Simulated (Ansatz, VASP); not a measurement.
**Two plane-wave programs on AlN**

```
CELL_PARAMETERS angstrom
3.11100 -0.01556 -0.01556
-1.56897 2.70198 -0.00569
-0.02489 -0.02489 4.97800
ATOMIC_POSITIONS crystal
Al 0.33333 0.66667 0.00000
Al 0.66667 0.33333 0.50000
N 0.33333 0.66667 0.38500
N 0.66667 0.33333 0.88500
```

Change from the starting cell: equal xy, yz and zx shear strains of -1 %, PAW files.

Alike in both runs: task electric field gradients; functional PBEsol; k mesh 11 × 11 × 6; occupations fermi-dirac, width 0.02 eV; no spin polarisation.

```csv
,VASP,Ansatz
version,VASP 6.6.1,Ansatz 0.2.0
potentials or method,"VASP PAW PBE potentials, release 64 (Al, N)","PAW with Ansatz's default frozen-core files, scalar-relativistic"
plane-wave cutoff (eV),520,420
valence electrons in the cell,16,16
```

Ansatz gave:

| Item | Value |
| --- | --- |
| gap on the k mesh at the Fermi level (eV) | 4.07 |
| pressure (GPa) | 0.6 |
| traceless stress, the component that is largest in VASP (GPa) | 1.78 |
| rms of the force components (eV/Å) | 0.129 |
| size of Vzz on the site where it differs most (V/Å²) | 8.4 |

Task: Which values does VASP return?

Result: gap on the k mesh at the Fermi level (eV): 4.08; pressure (GPa): 0.6; traceless stress, the component that is largest in VASP (GPa): 1.80; rms of the force components (eV/Å): 0.130; size of Vzz on the site where it differs most (V/Å²): 8.6.

VASP's potentials were made for PBE, not for PBEsol. Atom by atom the forces differ by 0.002 eV/Å (rms over components).
